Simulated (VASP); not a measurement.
# H19C2NO8 in VASP: a series of runs

The runs below take H19C2NO8 through single point, with PBE+D3(BJ).

Everything below comes from runs of VASP 6.6.1. Logs are shortened: lines on timing, memory, paths and dates and some standing lists are left out, and cuts for length are marked.

## 1. The cell of the first run

The cell holds an amorphous packing of atoms, 30 atoms: a = 6.889 Å, b = 6.889 Å, c = 6.889 Å, α = 90.00°, β = 90.00°, γ = 90.00°.

## 2. Single point, PBE+D3(BJ)

Input file INCAR:

```
SYSTEM = H19C2NO8
PREC     = Accurate       ! precision mode
ENCUT    = 520            ! plane-wave cutoff, eV
EDIFF    = 1E-6           ! SCF threshold, eV
ISMEAR   = -1             ! smearing method
SIGMA    = 0.02           ! smearing width, eV
LREAL    = Auto         
LASPH    = .True.         ! aspherical terms in the spheres
NELM     = 100            ! most SCF steps
ALGO     = Normal         ! electronic algorithm
ISIF     = 2              ! what is computed and relaxed
LWAVE    = .False.        ! write WAVECAR
LCHARG   = .False.        ! write CHGCAR
GGA      = PE             ! functional
IVDW     = 12             ! dispersion correction
NBANDS   = 61             ! bands
```

Input file KPOINTS:

```
Automatic mesh
0
Gamma
  1 1 1
  0 0 0
```

Input file POSCAR:

```
H19C2NO8
1.0
    6.8894190000      0.0000000000      0.0000000000
    0.0000000000      6.8894190000      0.0000000000
    0.0000000000      0.0000000000      6.8894190000
O H C N
8 19 2 1
Direct
   -0.0242981302      0.0952765393      0.7347934565
    0.8515231836      0.7524146811      0.9079865806
    0.4797792092      0.6099498376      0.0112346193
    0.3322486265      0.2567850787      0.7491633184
    0.4671076037      0.1290674874      0.1418842431
    0.2168833105      0.6284274479      0.7034700604
    0.1969106539      0.5767249749      0.3185464551
    0.9365230943      0.3071521706      0.1233921177
   -0.0970038257      0.1999442914      0.6738449207
    0.1190230990      0.1434518644      0.7016556839
    0.8097489788      0.8587226296      0.8275153536
    0.9647112478      0.6837296440      0.8380097073
    0.6057259691      0.6616377956     -0.0054286145
    0.4742344746      0.5120605961      0.1086448654
    0.2979496529      0.3980451762      0.7305550729
    0.4665270032      0.2402524799      0.6800573459
    0.4968343484      0.1542074883      0.0102475985
    0.4153325556      0.2452166141      0.2001475016
    0.3426413751      0.6597218140      0.7640992658
    0.2025279635      0.6183104845      0.5349943152
    0.2720693864      0.6527400932      0.2373930225
    0.1060176482      0.4876318308      0.2480760714
    0.8083845677      0.2178122713      0.1468483772
    1.0014051983      0.2309193272      0.0157342731
    0.8791887966      0.8827014295      0.5020887828
    0.8828756097      0.7381464242      0.2642022499
    0.6413893537      0.8429738415      0.3282134531
    0.7943050060      0.7927809297      0.3930810421
    0.7533436419      0.6150446068      0.4784293131
    0.7558257090      0.4637836659      0.5567813483
```

Potentials or basis: VASP PAW PBE potentials, release 64 (O, H, C, N).

Started as:

```console
$ cat potpaw_PBE.64/O/POTCAR potpaw_PBE.64/H/POTCAR potpaw_PBE.64/C/POTCAR potpaw_PBE.64/N/POTCAR > POTCAR
$ mpirun -np 1 vasp_gam > vasp.out
```

OUTCAR:

```text
SYSTEM = H19C2NO8
   PREC = Accurate
   ENCUT = 520
   EDIFF = 1E-6
   ISMEAR = -1
   LREAL = Auto
   LASPH = .True.
   NELM = 100
   ISIF = 2
   GGA = PE
   IVDW = 12
 IVDW          = 12

 ion  position               nearest neighbor table
   1  0.976  0.095  0.735-   9 0.97  10 1.07
   2  0.852  0.752  0.908-  11 0.96  12 1.03
   3  0.480  0.610  0.011-  13 0.94  14 0.95
   4  0.332  0.257  0.749-  15 1.01  16 1.05
   5  0.467  0.129  0.142-  17 0.95  18 0.96
   6  0.217  0.628  0.703-  19 0.99  20 1.17
   7  0.197  0.577  0.319-  21 0.92  22 1.00
   8  0.937  0.307  0.123-  24 1.01  23 1.09
   9  0.903  0.200  0.674-   1 0.97
  10  0.119  0.143  0.702-   1 1.07
  11  0.810  0.859  0.828-   2 0.96
  12  0.965  0.684  0.838-   2 1.03
  13  0.606  0.662  0.995-   3 0.94
  14  0.474  0.512  0.109-   3 0.95
[... 11 lines left out ...]
  26  0.883  0.738  0.264-  28 1.14
  27  0.641  0.843  0.328-  28 1.20
  28  0.794  0.793  0.393-  25 1.14  26 1.14  27 1.20  29 1.39
  29  0.753  0.615  0.478-  30 1.17  28 1.39
  30  0.756  0.464  0.557-  29 1.17

  LATTYP: Found a simple cubic cell.
 ALAT       =     6.8894190000

  Lattice vectors:

 A1 = (   6.8894190000,   0.0000000000,   0.0000000000)
 A2 = (   0.0000000000,   6.8894190000,   0.0000000000)
 A3 = (   0.0000000000,   0.0000000000,   6.8894190000)

Analysis of symmetry for initial positions (statically):
=====================================================================
 Subroutine PRICEL returns:
 Original cell was already a primitive cell.

 Routine SETGRP: Setting up the symmetry group for a
 simple cubic supercell.

 Subroutine GETGRP returns: Found  1 space group operations
 (whereof  1 operations were pure point group operations)
 out of a pool of 48 trial point group operations.

The static configuration has the point symmetry C_1 .

Analysis of symmetry for dynamics (positions and initial velocities):
=====================================================================
 Subroutine PRICEL returns:
 Original cell was already a primitive cell.

 Routine SETGRP: Setting up the symmetry group for a
 simple cubic supercell.

 Subroutine GETGRP returns: Found  1 space group operations
 (whereof  1 operations were pure point group operations)
 out of a pool of 48 trial point group operations.

The dynamic configuration has the point symmetry C_1 .

 Subroutine INISYM returns: Found  1 space group operations
 (whereof  1 operations are pure point group operations),
 and found     1 'primitive' translations

----------------------------------------------------------------------------------------

                                     Primitive cell

  volume of cell :     327.0000

  direct lattice vectors                    reciprocal lattice vectors
     6.889419000  0.000000000  0.000000000     0.145150121  0.000000000  0.000000000
     0.000000000  6.889419000  0.000000000     0.000000000  0.145150121  0.000000000
     0.000000000  0.000000000  6.889419000     0.000000000  0.000000000  0.145150121

  length of vectors
     6.889419000  6.889419000  6.889419000     0.145150121  0.145150121  0.145150121

  position of ions in fractional coordinates (direct lattice)
     0.975701870  0.095276539  0.734793457
     0.851523184  0.752414681  0.907986581
     0.479779209  0.609949838  0.011234619
     0.332248626  0.256785079  0.749163318
     0.467107604  0.129067487  0.141884243
     0.216883311  0.628427448  0.703470060
[... 22 lines left out ...]
     0.753343642  0.615044607  0.478429313
     0.755825709  0.463783666  0.556781348

  ion indices of the primitive-cell ions
   primitive index   ion index
                 1           1
                 2           2
                 3           3
                 4           4
                 5           5
                 6           6
[... 22 lines left out ...]
                29          29
                30          30

----------------------------------------------------------------------------------------

 KPOINTS: Automatic mesh

Automatic generation of k-mesh.
 Grid dimensions read from file:
 generate k-points for:    1    1    1

 Generating k-lattice:

  Cartesian coordinates                     Fractional coordinates (reciprocal lattice)
     0.145150121  0.000000000  0.000000000     1.000000000  0.000000000  0.000000000
     0.000000000  0.145150121  0.000000000     0.000000000  1.000000000  0.000000000
     0.000000000  0.000000000  0.145150121     0.000000000  0.000000000  1.000000000

  Length of vectors
     0.145150121  0.145150121  0.145150121

  Shift w.r.t. Gamma in fractional coordinates (k-lattice)
     0.000000000  0.000000000  0.000000000

 Subroutine IBZKPT returns following result:
 ===========================================

 Found      1 irreducible k-points:

 Following reciprocal coordinates:
            Coordinates               Weight
  0.000000  0.000000  0.000000      1.000000
   k-points           NKPTS =      1   k-points in BZ     NKDIM =      1   number of bands    NBANDS=     61
   number of dos      NEDOS =    301   number of ions     NIONS =     30
   total plane-waves  NPLWV = 157464
   dimension x,y,z NGX =    54 NGY =   54 NGZ =   54
   dimension x,y,z NGXF=   108 NGYF=  108 NGZF=  108
   ions per type =               8  19   2   1
   NGX,Y,Z   is equivalent  to a cutoff of  13.03, 13.03, 13.03 a.u.
   NGXF,Y,Z  is equivalent  to a cutoff of  26.06, 26.06, 26.06 a.u.
 SYSTEM =  H19C2NO8
   PREC   = accura    normal or accurate (medium, high low for compatibility)
   ISTART =      0    job   : 0-new  1-cont  2-samecut
   ICHARG =      2    charge: 1-file 2-atom 10-const
   ISPIN  =      1    spin polarized calculation?
   LNONCOLLINEAR =      F non collinear calculations
   LSORBIT =      F    spin-orbit coupling
   LASPH  =      T    aspherical Exc in radial PAW
   ENCUT  =  520.0 eV  38.22 Ry    6.18 a.u.  12.81 12.81 12.81*2*pi/ulx,y,z
   NELM   =    100;   NELMIN=  2; NELMDL= -5     # of ELM steps
   EDIFF  = 0.1E-05   stopping-criterion for ELM
   LREAL  =      T    real-space projection
   EDIFFG = 0.1E-04   stopping-criterion for IOM
   NSW    =      0    number of steps for IOM
   IBRION =     -1    ionic relax: 0-MD 1-quasi-New 2-CG
   NFREE  =      0    steps in history (QN), initial steepest desc. (CG)
   ISIF   =      2    stress and relaxation
   ISYM   =      2    0-nonsym 1-usesym 2-fastsym
   POTIM  = 0.5000    time-step for ionic-motion
   TEBEG  =    0.0;   TEEND  =   0.0 temperature during run
   PSTRESS=    0.0 pullay stress
   NELECT =      80.0000    total number of electrons
   NUPDOWN=      -1.0000    fix difference up-down
   EMIN   =  10.00;   EMAX   =-10.00  energy-range for DOS
   EFERMI =   0.00;   METHOD = LEGACY
   ISMEAR =    -1;   SIGMA  =   0.02  broadening in eV -4-tet -1-fermi 0-gaus
   EFERMI_NEDOS =   21; number of points for ismear=-14 and -15
   IALGO  =     38    algorithm
   IMIX   =      4    mixing-type and parameters
     AMIX     =   0.40;   BMIX     =  1.00
     AMIX_MAG =   1.60;   BMIX_MAG =  1.00
  volume/ion in A,a.u.               =      10.90        73.56
  Fermi-wavevector in a.u.,A,eV,Ry     =   1.023895  1.934882 14.263826  1.048362
  Thomas-Fermi vector in A             =   2.157653
   LORBIT       =      0    0 simple, 1 ext, 2 COOP (PROOUT), +10 PAW based schemes
   GGA     = PE    functional components
   LHFCALC =     F    Hartree Fock is set to
   AEXX    =    0.0000 exact exchange contribution
   IVDW    =    12    specifies the selected vdW correction
   LEPSILON=     F    determine dielectric tensor
   LRPA    =     F    only Hartree local field effects (RPA)
 non-spin polarized calculation
  energy-cutoff  :      520.00
  volume of cell :      327.00
 maximum number of plane-waves:      4415
 NGX is ok and might be reduce to    50
   NGX = 25   NGY = 25   NGZ = 25

 number of electron      80.0000006 magnetization

 Free energy of the ion-electron system (eV)
  ---------------------------------------------------
  ext. energy  EPLUGINS =         0.00000000
  ---------------------------------------------------
  free energy    TOTEN  =      -151.38955563 eV

  energy without entropy =     -151.38955563  energy(sigma->0) =     -151.38955563

 E-fermi :  -2.8816     XC(G=0):  -6.7084

 val. band max:       -3.4331754405   @ k =   0.0000   0.0000   0.0000
 cond. band min:       0.8433137203   @ k =   0.0000   0.0000   0.0000
 fundamental gap:      4.2764891609
 Fermi energy:        -2.8815791172

 k-point     1 :       0.0000    0.0000    0.0000
  band No.  band energies     occupation
      1     -23.1501      2.00000
      2     -22.5690      2.00000
      3     -22.4600      2.00000
      4     -21.7590      2.00000
      5     -21.3846      2.00000
      6     -21.2746      2.00000
[... 44 lines left out ...]
     51       5.5532      0.00000
     52       5.8370      0.00000
 [bands above 52 left out]

------------------------ aborting loop because EDIFF is reached ----------------------------------------

 Edisp (eV)   -1.08476

 E8    (eV) :    -0.2320

  FORCE on cell =-STRESS in cart. coord.  units (eV):
  Direction    XX          YY          ZZ          XY          YZ          ZX
  --------------------------------------------------------------------------------------
  -------------------------------------------------------------------------------------
  Total     -11.26158     1.21145    -3.87387     0.18506    -5.77036    -0.52833
  in kB     -55.17750     5.93565   -18.98050     0.90673   -28.27259    -2.58862
  external pressure =      -22.74 kB  Pullay stress =        0.00 kB

 VOLUME and BASIS-vectors are now :
 -----------------------------------------------------------------------------
  energy-cutoff  :      520.00
  volume of cell :      327.00
      direct lattice vectors                 reciprocal lattice vectors
     6.889419000  0.000000000  0.000000000     0.145150121  0.000000000  0.000000000
     0.000000000  6.889419000  0.000000000     0.000000000  0.145150121  0.000000000
     0.000000000  0.000000000  6.889419000     0.000000000  0.000000000  0.145150121

 POSITION                                       TOTAL-FORCE (eV/Angst)
 -----------------------------------------------------------------------------------
      6.72202      0.65640      5.06230         2.004304      0.875741     -0.693581
      5.86650      5.18370      6.25550         0.858074     -1.584065      0.051765
      3.30540      4.20220      0.07740        -2.369048      0.334611     -0.388566
      2.28900      1.76910      5.16130         2.542621     -0.427835     -1.269891
      3.21810      0.88920      0.97750         0.454958     -0.938573      1.731243
      1.49420      4.32950      4.84650        -0.804319     -0.557892     -2.664349
[... 22 lines left out ...]
      5.19010      4.23730      3.29610         0.348576     -2.886199      1.959752
      5.20720      3.19520      3.83590        -0.608120      0.292558     -0.376313
 -----------------------------------------------------------------------------------
    total drift:                                0.008712      0.002821     -0.008146

  FREE ENERGIE OF THE ION-ELECTRON SYSTEM (eV)
  ---------------------------------------------------
  free  energy   TOTEN  =      -152.4743186061 eV

  energy  without entropy=     -152.4743186061  energy(sigma->0) =     -152.47431861
```

Run time: 40 s. Hardware: 1 thread of AMD EPYC 7R43 (Zen 3), shared host; peak memory 0.32 GiB.

What came out:

* Free energy: -152.4743 eV
* Pressure: -2.3 GPa
* Largest force: 3.585 eV/Å
* Band gap on the k mesh: 4.28 eV
* Dispersion energy per atom: -0.036 eV

Forces in eV/Å, atoms in the order of the input:
```
O    2.004  0.876 -0.694
O    0.858 -1.584  0.052
O   -2.369  0.335 -0.389
O    2.543 -0.428 -1.270
O    0.455 -0.939  1.731
O   -0.804 -0.558 -2.664
O   -1.821 -2.188  1.972
O   -2.091 -2.593 -0.356
H   -0.424  0.348 -0.124
H   -1.661 -0.921  0.819
H    0.634  0.465 -0.320
H   -1.292  1.112  0.660
H    2.322  0.299 -0.105
H    0.601 -0.581  0.363
H   -0.089 -0.066  0.024
H   -2.464  0.532  1.036
H   -0.254  0.604 -1.469
H   -0.252  0.199 -0.039
H   -0.344  0.129 -0.523
H    0.939  0.249  3.033
H    1.299  1.638 -2.131
H    0.272  0.366  0.156
H    2.858  2.147 -0.274
H   -0.648  0.619  0.663
H   -0.718  0.068 -1.040
H   -0.364  1.274  0.617
H    2.297  0.311  0.905
C   -1.226  0.882 -2.214
C    0.349 -2.886  1.960
N   -0.608  0.293 -0.376
```

Caveat: the k points lie up to 0.91 Å⁻¹ apart.

## 3. Single point, PBE+D3(BJ)

Input file INCAR:

```
ALGO = Normal ; EDIFF = 1E-6
ENCUT = 520 ; GGA = PE
ISIF = 2 ; ISMEAR = -1
IVDW = 12 ; LASPH = True
LCHARG = True ; LELF = True
LREAL = Auto ; LVHAR = True
LWAVE = False ; NBANDS = 61
NELM = 100 ; PREC = Accurate
SIGMA = 0.02
```

Input file KPOINTS:

```
k-points
0
Gamma
  1 1 1
```

Input file POSCAR:

```
H19C2NO8
1.0
    6.8894190000      0.0000000000      0.0000000000
    0.0000000000      6.8894190000      0.0000000000
    0.0000000000      0.0000000000      6.8894190000
O H C N
8 19 2 1
Direct
   -0.0463754636      0.0967280405      0.7554047736
    0.8405208044      0.7992255951      0.9705753127
    0.4846417383      0.6122141795      0.0462448285
    0.2949595605      0.2192928025      0.7678731690
    0.4912896138      0.1171071175      0.1416084578
    0.2465229651      0.6598814791      0.6713047936
    0.2486857019      0.5308720518      0.2916936827
    0.9648273679      0.3562854865      0.1113301426
   -0.1625681353      0.1629600406      0.7052118618
    0.0722412151      0.1601731583      0.7283778211
    0.9249110847      0.8735569719      0.8900750557
    0.9309493297      0.6797815607      0.9847274494
    0.6171202535      0.6583864329     -0.0110314092
    0.4958908727      0.4879221310     -0.0034110278
    0.3357612594      0.3645300133      0.8056267154
    0.3813529123      0.1812925009      0.6631763869
    0.4023561348      0.1160475216      0.0329055324
    0.3984806266      0.1355702128      0.2579898247
    0.3191851156      0.6436101506      0.7967144980
    0.2827669503      0.5921254027      0.5717318108
    0.3390561671      0.5666370415      0.1903353534
    0.1355266678      0.4612870839      0.2383510133
    0.8317972822      0.3331921023      0.1777363229
    0.9607776795      0.2660892014      0.0035126329
    0.8634545235      0.9086833012      0.5382166479
    0.9804019758      0.8256429171      0.3335114325
    0.6955738938      0.8889864298      0.3387223219
    0.8334374785      0.8180370507      0.4099620011
    0.7954516919      0.6208215816      0.4692122805
    0.7213235252      0.4890107569      0.5410325602
```

Potentials or basis: VASP PAW PBE potentials, release 64 (O, H, C, N).

Started as:

```console
$ cat potpaw_PBE.64/O/POTCAR potpaw_PBE.64/H/POTCAR potpaw_PBE.64/C/POTCAR potpaw_PBE.64/N/POTCAR > POTCAR
$ mpirun -np 1 vasp_gam > vasp.out
```

Run time: 50 s. Hardware: 1 thread of AMD EPYC 7R43 (Zen 3), shared host; peak memory 0.31 GiB.

It converged, with:

```yaml
Free_energy: -151.8486 eV
Pressure: 0.7 GPa
Largest_force: 9.496 eV/Å
Band_gap_on_the_k_mesh: 3.58 eV
Dispersion_energy_per_atom: -0.036 eV
```

Forces on the atoms (eV/Å):
```
O   -2.888 -0.976  0.743
O    1.042 -3.505  1.027
O    2.712  2.665 -1.853
O    1.372  2.929  1.219
O   -1.099  0.390  2.339
O   -2.373  4.626  7.946
O   -1.144 -0.514  1.762
O   -2.795 -0.156  1.190
H    0.905  0.159 -0.011
H    1.551  1.275 -0.639
H    0.249  1.480 -1.196
H   -1.585  1.378  0.143
H   -1.238  0.879  0.966
H   -0.022 -3.206 -0.515
H   -1.072 -2.988 -1.342
H    0.207  0.201 -0.090
H   -0.282 -0.119 -0.553
H    1.467 -0.093 -1.864
H   -0.228  0.221 -1.532
H    2.645 -4.386 -6.330
H    0.059  0.278  0.058
H    0.456  0.163 -0.117
H    2.045  0.358 -0.865
H    0.098 -0.572 -0.609
H   -0.096 -0.430  0.237
H   -1.527  0.045 -0.087
H    1.922 -1.084  0.156
C    0.397  1.035 -0.756
C   -0.483  2.048  0.005
N   -0.295 -2.099  0.568
```

Stress tensor (GPa, compression positive):
```
-1.88  1.73 -1.35
 1.73  1.23  1.11
-1.35  1.11  2.83
```

Levels at points of the mesh, in eV from the valence-band top:
```csv
k point,band 37,band 38,band 39,band 40,band 41,band 42,band 43,band 44
"(0.00, 0.00, 0.00)",-1.04,-0.78,-0.67,0.00,3.58,5.46,5.67,6.04
```

Caveat: the k points lie up to 0.91 Å⁻¹ apart.

[end of part 1 of 2]
